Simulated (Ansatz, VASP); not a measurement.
## Two plane-wave programs on Zr2N

```xyz
6
Lattice="5.4130 0.0000 0.0000 0.0000 5.4130 0.0000 0.0000 0.0000 3.3078" Properties=species:S:1:pos:R:3 pbc="T T T"
Zr    1.6029    1.6029    0.0000
Zr    3.8101    3.8101    0.0000
Zr    4.3094    1.1036    1.6539
Zr    1.1036    4.3094    1.6539
N     0.0000    0.0000    0.0000
N     2.7065    2.7065    1.6539
```

Alike in both runs: task single point; functional PBEsol; k mesh 4 × 4 × 4; occupations gaussian, width 0.1 eV; no spin polarisation.

```csv
,VASP,Ansatz
version,VASP 6.6.1,Ansatz 0.2.0
potentials or method,"VASP PAW PBE potentials, release 64 (Zr_sv, N), cutoff 520 eV","scalar-relativistic, plane waves, PAW"
valence electrons in the cell,58,58
```

|  | VASP | Ansatz | Ansatz less VASP |
| --- | --- | --- | --- |
| gap on the k mesh at the Fermi level (eV) | none | none | - |
| pressure (GPa) | -4.7 | -4.9 | -0.23 |
| traceless stress, the component that is largest in VASP (GPa) | -0.13 | -0.15 | -0.015 |
| rms of the force components (eV/Å) | 0.053 | 0.056 | +0.0028 |

VASP's potentials were made for PBE, not for PBEsol. Atom by atom the forces differ by 0.003 eV/Å (rms over components). A gap of «none» marks a metal or a gap that the smearing closes. With one functional, cell and mesh, what is left measures potentials, basis and numerics.

The k mesh is coarse, so the values compare programs but aren't converged.
